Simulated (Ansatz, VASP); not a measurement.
# Two plane-wave programs on Ba

```
CELL_PARAMETERS angstrom
4.12521 0.00000 0.00000
0.00000 4.12521 0.00000
0.00000 0.00000 4.12521
ATOMIC_POSITIONS crystal
Ba 0.00000 0.00000 0.00000
```

Alike in both runs: task single point; functional RPBE; k mesh 9 × 9 × 9; occupations fermi-dirac, width 0.1 eV; no spin polarisation.

```csv
,VASP,Ansatz
version,VASP 6.6.1,Ansatz 0.2.0
potentials or method,"VASP PAW PBE potentials, release 64 (Ba_sv), cutoff 520 eV","plane waves (420 eV) with PAW, scalar-relativistic"
valence electrons in the cell,10,10
```

|  | VASP | Ansatz | Ansatz less VASP |
| --- | --- | --- | --- |
| pressure (GPa) | -0.1 | -0.2 | -0.06 |

VASP's potentials were made for PBE, not for RPBE.

Neither program's run includes spin-orbit coupling.
